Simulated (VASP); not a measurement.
# Ba (Im-3m) in VASP: a series of runs

Ba is run at these levels: PBEsol; tasks: single point, relaxation of cell and atoms.

All numbers are computed with VASP 6.6.1; they aren't measurements. Logs are shortened: lines on timing, memory, paths and dates and some standing lists are left out, and cuts for length are marked.

### 1 The cell of the first run

The structure is cubic, space group Im-3m (No. 229). The conventional cell has a = 4.869 Å, b = 4.869 Å, c = 4.869 Å, α = 90.00°, β = 90.00°, γ = 90.00°. Within 5.5 Å of Ba (site symmetry m-3m) lie 14 Ba at 4.22 to 4.87 Å.

### 2 Single point, PBEsol

File INCAR:

```
  ALGO = Normal
  EDIFF = 1E-6
  ENCUT = 520
  GGA = PS
  ISIF = 2
  ISMEAR = 0
  LASPH = T
  LCHARG = T
  LELF = T
  LREAL = F
  LVHAR = T
  LWAVE = F
  NBANDS = 11
  NELM = 100
  PREC = Accurate
  SIGMA = 0.1
```

File KPOINTS:

```
k-points
0
Gamma
  12 12 12
```

File POSCAR:

```
Ba
1.0
   -2.4343261710      2.4343261710      2.4343261710
    2.4343261710     -2.4343261710      2.4343261710
    2.4343261710      2.4343261710     -2.4343261710
Ba
1
Direct
    0.0000000000      0.0000000000      0.0000000000
```

Potentials or basis: VASP PAW PBE potentials, release 64 (Ba_sv).

Launch:

```sh
$ cat potpaw_PBE.64/Ba_sv/POTCAR > POTCAR
$ mpirun -np 1 vasp_std > vasp.out
```

OUTCAR:

```text
EDIFF = 1E-6
   ENCUT = 520
   GGA = PS
   ISIF = 2
   ISMEAR = 0
   LASPH = T
   LREAL = F
   NELM = 100
   PREC = Accurate

 ion  position               nearest neighbor table
   1  0.000  0.000  0.000-

  LATTYP: Found a body centered cubic cell.
 ALAT       =     4.8686523420

  Lattice vectors:

 A1 = (  -2.4343261710,   2.4343261710,   2.4343261710)
 A2 = (   2.4343261710,  -2.4343261710,   2.4343261710)
 A3 = (   2.4343261710,   2.4343261710,  -2.4343261710)

Analysis of symmetry for initial positions (statically):
=====================================================================
 Subroutine PRICEL returns:
 Original cell was already a primitive cell.

 Routine SETGRP: Setting up the symmetry group for a
 body centered cubic supercell.

 Subroutine GETGRP returns: Found 48 space group operations
 (whereof 48 operations were pure point group operations)
 out of a pool of 48 trial point group operations.

The static configuration has the point symmetry O_h .

Analysis of symmetry for dynamics (positions and initial velocities):
=====================================================================
 Subroutine PRICEL returns:
 Original cell was already a primitive cell.

 Routine SETGRP: Setting up the symmetry group for a
 body centered cubic supercell.

 Subroutine GETGRP returns: Found 48 space group operations
 (whereof 48 operations were pure point group operations)
 out of a pool of 48 trial point group operations.

The dynamic configuration has the point symmetry O_h .

 Subroutine INISYM returns: Found 48 space group operations
 (whereof 48 operations are pure point group operations),
 and found     1 'primitive' translations

----------------------------------------------------------------------------------------

                                     Primitive cell

  volume of cell :      57.7027

  direct lattice vectors                    reciprocal lattice vectors
    -2.434326171  2.434326171  2.434326171     0.000000000  0.205395647  0.205395647
     2.434326171 -2.434326171  2.434326171     0.205395647  0.000000000  0.205395647
     2.434326171  2.434326171 -2.434326171     0.205395647  0.205395647  0.000000000

  length of vectors
     4.216376610  4.216376610  4.216376610     0.290473310  0.290473310  0.290473310

  position of ions in fractional coordinates (direct lattice)
     0.000000000  0.000000000  0.000000000

  ion indices of the primitive-cell ions
   primitive index   ion index
                 1           1

----------------------------------------------------------------------------------------

 KPOINTS: k-points

Automatic generation of k-mesh.
 Grid dimensions read from file:
 generate k-points for:   12   12   12

 Generating k-lattice:

  Cartesian coordinates                     Fractional coordinates (reciprocal lattice)
     0.000000000  0.017116304  0.017116304     0.083333333  0.000000000  0.000000000
     0.017116304  0.000000000  0.017116304     0.000000000  0.083333333  0.000000000
     0.017116304  0.017116304  0.000000000     0.000000000  0.000000000  0.083333333

  Length of vectors
     0.024206109  0.024206109  0.024206109

  Shift w.r.t. Gamma in fractional coordinates (k-lattice)
     0.000000000  0.000000000  0.000000000

 Subroutine IBZKPT returns following result:
 ===========================================

 Found     72 irreducible k-points:

 Following reciprocal coordinates:
            Coordinates               Weight
  0.000000  0.000000  0.000000      1.000000
  0.083333  0.000000  0.000000     12.000000
  0.166667  0.000000  0.000000     12.000000
  0.250000  0.000000  0.000000     12.000000
  0.333333  0.000000  0.000000     12.000000
  0.416667  0.000000  0.000000     12.000000
[... 16 lines left out ...]
  0.333333  0.083333  0.083333     24.000000
  0.416667  0.083333  0.083333     12.000000
 [... further k-points ...]
   k-points           NKPTS =     72   k-points in BZ     NKDIM =     72   number of bands    NBANDS=     11
   number of dos      NEDOS =    301   number of ions     NIONS =      1
   total plane-waves  NPLWV =  32768
   dimension x,y,z NGX =    32 NGY =   32 NGZ =   32
   dimension x,y,z NGXF=    64 NGYF=   64 NGZF=   64
   ions per type =               1
   NGX,Y,Z   is equivalent  to a cutoff of  12.62, 12.62, 12.62 a.u.
   NGXF,Y,Z  is equivalent  to a cutoff of  25.23, 25.23, 25.23 a.u.
 SYSTEM =  unknown system
   PREC   = accura    normal or accurate (medium, high low for compatibility)
   ISTART =      0    job   : 0-new  1-cont  2-samecut
   ICHARG =      2    charge: 1-file 2-atom 10-const
   ISPIN  =      1    spin polarized calculation?
   LNONCOLLINEAR =      F non collinear calculations
   LSORBIT =      F    spin-orbit coupling
   LASPH  =      T    aspherical Exc in radial PAW
   ENCUT  =  520.0 eV  38.22 Ry    6.18 a.u.   7.84  7.84  7.84*2*pi/ulx,y,z
   NELM   =    100;   NELMIN=  2; NELMDL= -5     # of ELM steps
   EDIFF  = 0.1E-05   stopping-criterion for ELM
   LREAL  =      F    real-space projection
   EDIFFG = 0.1E-04   stopping-criterion for IOM
   NSW    =      0    number of steps for IOM
   IBRION =     -1    ionic relax: 0-MD 1-quasi-New 2-CG
   NFREE  =      0    steps in history (QN), initial steepest desc. (CG)
   ISIF   =      2    stress and relaxation
   ISYM   =      2    0-nonsym 1-usesym 2-fastsym
   POTIM  = 0.5000    time-step for ionic-motion
   TEBEG  =    0.0;   TEEND  =   0.0 temperature during run
   PSTRESS=    0.0 pullay stress
   NELECT =      10.0000    total number of electrons
   NUPDOWN=      -1.0000    fix difference up-down
   EMIN   =  10.00;   EMAX   =-10.00  energy-range for DOS
   EFERMI =   0.00;   METHOD = LEGACY
   ISMEAR =     0;   SIGMA  =   0.10  broadening in eV -4-tet -1-fermi 0-gaus
   EFERMI_NEDOS =   21; number of points for ismear=-14 and -15
   IALGO  =     38    algorithm
   IMIX   =      4    mixing-type and parameters
     AMIX     =   0.40;   BMIX     =  1.00
     AMIX_MAG =   1.60;   BMIX_MAG =  1.00
  volume/ion in A,a.u.               =      57.70       389.40
  Fermi-wavevector in a.u.,A,eV,Ry     =   0.912731  1.724811 11.334709  0.833078
  Thomas-Fermi vector in A             =   2.037161
   LORBIT       =      0    0 simple, 1 ext, 2 COOP (PROOUT), +10 PAW based schemes
   GGA     = PS    functional components
   LHFCALC =     F    Hartree Fock is set to
   AEXX    =    0.0000 exact exchange contribution
   IVDW    =     0    specifies the selected vdW correction
   LEPSILON=     F    determine dielectric tensor
   LRPA    =     F    only Hartree local field effects (RPA)
 non-spin polarized calculation
 Gauss-broadening in eV      SIGMA  =   0.10
  energy-cutoff  :      520.00
  volume of cell :       57.70
 maximum number of plane-waves:      1568
   NGX = 15   NGY = 15   NGZ = 15

 number of electron      10.0000001 magnetization

 Free energy of the ion-electron system (eV)
  ---------------------------------------------------
  ext. energy  EPLUGINS =         0.00000000
  ---------------------------------------------------
  free energy    TOTEN  =        -2.15160103 eV

  energy without entropy =       -2.14523413  energy(sigma->0) =       -2.14841758

 E-fermi :   1.8294     XC(G=0):  -7.7976

 val. band max:        1.8039694638   @ k =  -0.3333   0.5000   0.1667
 cond. band min:       1.8421743010   @ k =  -0.3333   0.4167   0.2500
 fundamental gap:      0.0382048372
 Fermi energy:         1.8293625536

 k-point     1 :       0.0000    0.0000    0.0000
  band No.  band energies     occupation
      1     -26.8827      2.00000
      2     -11.7549      2.00000
      3     -11.7549      2.00000
      4     -11.7549      2.00000
      5      -0.9747      2.00000
      6       3.7401      0.00000
      7       3.7401      0.00000
      8       3.7401      0.00000
      9       5.2995      0.00000
     10       5.2995      0.00000
     11       9.0270      0.00000

 k-point     2 :       0.0833    0.0000    0.0000
  band No.  band energies     occupation
      1     -26.8784      2.00000
      2     -11.8000      2.00000
      3     -11.7684      2.00000
      4     -11.7552      2.00000
      5      -0.8294      2.00000
      6       3.6208      0.00000
      7       3.6785      0.00000
      8       3.8882      0.00000
      9       5.1003      0.00000
     10       5.2870      0.00000
     11       9.1967      0.00000

 k-point     3 :       0.1667    0.0000    0.0000
  band No.  band energies     occupation
      1     -26.8668      2.00000
      2     -11.9200      2.00000
      3     -11.8050      2.00000
      4     -11.7562      2.00000
      5      -0.4271      2.00000
      6       3.3346      0.00000
      7       3.4140      0.00000
      8       4.3249      0.00000
      9       4.9203      0.00000
     10       5.2841      0.00000
     11       9.5556      0.00000

 k-point     4 :       0.2500    0.0000    0.0000
  band No.  band energies     occupation
      1     -26.8508      2.00000
      2     -12.0768      2.00000
      3     -11.8541      2.00000
      4     -11.7576      2.00000
      5       0.1221      2.00000
      6       3.0085      0.00000
      7       3.0484      0.00000
      8       5.0263      0.00000
      9       5.0299      0.00000
     10       5.3535      0.00000
     11       9.4933      0.00000

 k-point     5 :       0.3333    0.0000    0.0000
  band No.  band energies     occupation
      1     -26.8347      2.00000
      2     -12.2266      2.00000
      3     -11.9024      2.00000
      4     -11.7591      2.00000
      5       0.6079      2.00000
      6       2.7320      0.00000
      7       2.9190      0.00000
      8       5.2405      0.00000
      9       5.5293      0.00000
     10       5.9452      0.00000
     11       8.7842      0.00000
[... 211 lines left out ...]
 k-point    21 :       0.1667    0.0833    0.0833
  band No.  band energies     occupation
      1     -26.8460      2.00000
      2     -12.1206      2.00000
      3     -11.8423      2.00000
      4     -11.7918      2.00000
      5       0.3641      2.00000
      6       2.8195      0.00000
      7       2.8320      0.00000
      8       5.1710      0.00000
      9       5.4115      0.00000
     10       5.5467      0.00000
     11       9.8170      0.00000

 k-point    22 :       0.2500    0.0833    0.0833
  band No.  band energies     occupation
      1     -26.8317      2.00000
      2     -12.2299      2.00000
      3     -11.9084      2.00000
      4     -11.7967      2.00000
      5       0.8848      2.00000
      6       2.6015      0.00000
      7       2.6957      0.00000
      8       5.3355      0.00000
      9       5.6358      0.00000
     10       6.4359      0.00000
     11       9.1414      0.00000

 k-point    23 :       0.3333    0.0833    0.0833
  band No.  band energies     occupation
      1     -26.8213      2.00000
      2     -12.3037      2.00000
      3     -11.9602      2.00000
      4     -11.8004      2.00000
      5       1.1325      2.00000
      6       2.4605      0.00000
      7       2.9425      0.00000
      8       5.4460      0.00000
      9       5.8488      0.00000
     10       7.2855      0.00000
     11       8.4702      0.00000

 k-point    24 :       0.4167    0.0833    0.0833
  band No.  band energies     occupation
      1     -26.8174      2.00000
      2     -12.3297      2.00000
      3     -11.9796      2.00000
      4     -11.8017      2.00000
      5       1.1711      2.00000
      6       2.4131      0.00000
      7       3.1710      0.00000
      8       5.4315      0.00000
      9       5.9543      0.00000
     10       7.8527      0.00000
     11       8.0710      0.00000

 [... further k-points ...]

------------------------ aborting loop because EDIFF is reached ----------------------------------------

  FORCE on cell =-STRESS in cart. coord.  units (eV):
  Direction    XX          YY          ZZ          XY          YZ          ZX
  --------------------------------------------------------------------------------------
  -------------------------------------------------------------------------------------
  Total        0.0459050      0.0459050      0.0459050      0.0000000      0.0000000      0.0000000
  in kB        1.2746023      1.2746023      1.2746023      0.0000000      0.0000000      0.0000000
  external PRESSURE =       1.2746023 kB  Pullay stress =       0.0000000 kB

 VOLUME and BASIS-vectors are now :
 -----------------------------------------------------------------------------
  energy-cutoff  :      520.00
  volume of cell :       57.70
      direct lattice vectors                 reciprocal lattice vectors
    -2.434326171  2.434326171  2.434326171     0.000000000  0.205395647  0.205395647
     2.434326171 -2.434326171  2.434326171     0.205395647  0.000000000  0.205395647
     2.434326171  2.434326171 -2.434326171     0.205395647  0.205395647  0.000000000

 POSITION                                       TOTAL-FORCE (eV/Angst)
 -----------------------------------------------------------------------------------
      0.00000      0.00000      0.00000         0.000000     -0.000000     -0.000000
 -----------------------------------------------------------------------------------
    total drift:                                0.000000     -0.000000     -0.000000

  FREE ENERGIE OF THE ION-ELECTRON SYSTEM (eV)
  ---------------------------------------------------
  free  energy   TOTEN  =        -2.1516010345 eV

  energy  without entropy=       -2.1452341315  energy(sigma->0) =       -2.14841758
```

Wall time 12 s (1 thread of Intel Xeon Platinum 8488C (Sapphire Rapids), shared host); peak memory 0.19 GiB.

Results:

| Item | Value |
| --- | --- |
| Free energy | -2.1516 eV |
| Pressure | 0.1 GPa |
| Band gap on the k mesh | zero (band 5 reaches 2.43 eV, above the bottom of band 6 at 1.16 eV) |

Levels at points of the mesh, in eV from the Fermi level:
| k point | band 3 | band 4 | band 5 | band 6 | band 7 | band 8 |
| --- | --- | --- | --- | --- | --- | --- |
| (0.00, 0.00, 0.00) | -13.58 | -13.58 | -2.80 | 1.91 | 1.91 | 1.91 |
| (0.50, 0.00, 0.00) | -13.78 | -13.59 | -0.96 | 0.66 | 1.55 | 3.46 |
| (0.50, 0.50, 0.50) | -14.01 | -14.01 | -0.67 | -0.67 | 4.79 | 4.79 |

Caveat: the PAW data sets were made with another functional, which shifts forces and pressure a little; spin-orbit coupling is left out, which moves the levels of the heavy elements.

### 3 Relaxation of cell and atoms, PBEsol

File INCAR:

```
ALGO = Fast ; EDIFF = 1E-7
EDIFFG = -0.005 ; ENCUT = 600
GGA = PS ; IBRION = 2
ISIF = 3 ; ISMEAR = 0
LASPH = T ; LCHARG = F
LREAL = F ; LWAVE = F
NELM = 100 ; NSW = 100
PREC = Accurate ; SIGMA = 0.1
```

KPOINTS is that of step 2.

POSCAR is that of step 2.

Potentials or basis: VASP PAW PBE potentials, release 64 (Ba_sv).

Launch:

```sh
$ cat potpaw_PBE.64/Ba_sv/POTCAR > POTCAR
$ mpirun -np 1 vasp_std > vasp.out
```

Run time: 62 s. Hardware: 1 thread of Intel Xeon Platinum 8488C (Sapphire Rapids), shared host; peak memory 0.24 GiB.

The run converged. Its results:

| Quantity | Value |
| --- | --- |
| Free energy | -2.1518 eV |
| Relaxed volume | 58.47 Å³/atom |
| Relaxed cell | a = 4.235 Å, b = 4.235 Å, c = 4.235 Å, α = 109.47°, β = 109.47°, γ = 109.47° |
| Space group after relaxing (to 0.05 Å) | Im-3m (No. 229) |
| Energy gained by relaxing | 0.3 meV/atom |
| Ionic steps | 3 |
| Pressure after relaxing | 0.0 GPa |
| Band gap on the k mesh | zero (band 5 reaches 2.37 eV, above the bottom of band 6 at 1.14 eV) |

The path:
```csv
step,energy change (eV),largest force (eV/Å),pressure (GPa),volume (Å³)
1,0.0000,0.0000,0.13,57.70
2,-0.0002,0.0000,0.06,58.09
3,-0.0003,0.0000,0.00,58.47
```

Final structure:
```xyz
1
Lattice="-2.4450 2.4450 2.4450 2.4450 -2.4450 2.4450 2.4450 2.4450 -2.4450" Properties=species:S:1:pos:R:3 pbc="T T T"
Ba    0.0000    0.0000    0.0000
```

Levels at points of the mesh, in eV from the Fermi level:
| k point | band 3 | band 4 | band 5 | band 6 | band 7 | band 8 |
| --- | --- | --- | --- | --- | --- | --- |
| (0.00, 0.00, 0.00) | -13.61 | -13.61 | -2.80 | 1.90 | 1.90 | 1.90 |
| (0.50, 0.00, 0.00) | -13.80 | -13.62 | -0.95 | 0.66 | 1.50 | 3.42 |
| (0.50, 0.50, 0.50) | -14.02 | -14.02 | -0.65 | -0.65 | 4.72 | 4.72 |

Caveat: the PAW data sets were made with another functional, which shifts forces and pressure a little; spin-orbit coupling is left out, which moves the levels of the heavy elements. Zero-point motion and thermal expansion aren't in these numbers.

(Part 1 of 2 ends here.)
